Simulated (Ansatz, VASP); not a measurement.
# Two plane-wave programs on Sn

File INCAR:

```
PREC = Accurate ; ENCUT = 500
EDIFF = 1E-6 ; ISMEAR = -1
SIGMA = 0.05 ; LREAL = F
LASPH = T ; NELM = 120
ALGO = Normal ; ISIF = 2
LWAVE = F ; LCHARG = F
GGA = CA ; NBANDS = 13
GGA_COMPAT = F
```

The input KPOINTS:

```
regular mesh
0
Gamma
  11 11 11
```

File POSCAR:

```
Sn
1.0
   -1.7265400000      1.7755450000      2.3383400000
    1.7265400000     -1.7755450000      2.3383400000
    1.7265400000      1.7755450000     -2.3383400000
Sn
1
Direct
    0.0000000000      0.0000000000      0.0000000000
```

Input for Ansatz:

```yaml
crystal:
  lattice:
    a: 3.45308
    b: 3.55109
    c: 4.67668
    alpha: 90.0
    beta: 90.0
    gamma: 90.0
  space_group: 71
  setting:
    hermann_mauguin: Immm
  atoms:
    - { symbol: Sn, position: [0.0, 0.0, 0.0] }
  reduce_to_primitive: true
kpoints:
  mp_grid:
    grid: [11, 11, 11]
hamiltonian:
  xc: lda
scf:
  occupations:
    method: fermi_dirac
    width: 0.05
output:
  stress: true
```

Alike in both runs: task single point; functional LDA; k mesh 11 × 11 × 11; occupations fermi-dirac, width 0.05 eV; no spin polarisation.

|  | VASP | Ansatz |
| --- | --- | --- |
| version | VASP 6.6.1 | Ansatz 0.2.0 |
| potentials or method | VASP PAW LDA potentials, release 64 (Sn_d) | plane waves, PAW |
| plane-wave cutoff (eV) | 500 | 420 |
| valence electrons in the cell | 14 | 14 |

VASP gave:

```
pressure (GPa)                                                : -4.8
traceless stress, the component that is largest in VASP (GPa) : -0.97
```

Question: What did Ansatz give for the same quantities?

Answer: Pressure (GPa): -4.8; traceless stress, the component that is largest in VASP (GPa): -0.99.

LDA's correlation is that of Perdew and Zunger in VASP and of Perdew and Wang (1992) in Ansatz.
